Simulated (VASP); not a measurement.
## LiTlSe2: single point with PBE

LiTlSe2:

```
Li Se Tl
1.0
     4.26392    0.00000    0.00000
     0.00000    4.26392    0.00000
     0.00000    0.00000    5.98025
Li Se Tl
1 2 1
Direct
  0.00000 0.00000 0.00000
  0.00000 0.50000 0.22921
  0.50000 0.00000 0.77079
  0.50000 0.50000 0.50000
```

| Quantity | Value |
| --- | --- |
| Program | VASP 6.6.1 |
| Task | single point |
| Functional | PBE |
| Potentials or basis | VASP PAW PBE potentials, release 64 (Li_sv, Se, Tl_d) |
| Cutoff | 750 eV |
| k mesh | 6 × 6 × 4 |
| Occupations | gaussian, width 0.01 eV |
| Spin | no spin polarisation |
| Dipole correction | no |
| Further INCAR settings | ALGO = Normal; EDIFF = 1e-06; NBANDS = 22 |

```json
{
 "Pressure": "1.3 GPa",
 "Largest force": "0.206 eV/Å",
 "Band gap on the k mesh": "0.43 eV"
}
```

Forces in eV/Å, atoms in the order of the input:
```
Li   0.000  0.000  0.000
Se   0.000  0.000 -0.206
Se   0.000  0.000  0.206
Tl   0.000  0.000  0.000
```

Stress tensor (GPa, compression positive):
```
1.31 0.00 0.00
0.00 1.31 0.00
0.00 0.00 1.41
```

Levels at points of the mesh, in eV from the valence-band top:
```tsv
k point	band 12	band 13	band 14	band 15	band 16	band 17
(0.00, 0.00, 0.00)	-0.23	0.00	0.00	0.43	3.27	5.18
(0.50, 0.00, 0.00)	-1.67	-0.97	-0.46	2.18	5.38	5.53
(0.50, 0.50, 0.00)	-1.70	-1.70	-1.08	1.60	3.26	3.26
(0.00, 0.00, 0.50)	-1.19	-0.71	-0.71	2.05	3.36	5.01
(0.50, 0.00, 0.50)	-0.87	-0.53	-0.45	0.75	4.86	5.65
(0.50, 0.50, 0.50)	-2.02	-1.71	-1.47	3.07	5.23	5.23
```

It took 48 s on 1 thread of Intel(R) Xeon(R) 6975P-C (Granite Rapids) (shared host), peak memory 0.36 GiB.

Caveat: spin-orbit coupling is left out, which moves the levels of the heavy elements. A k mesh can miss the band edges.
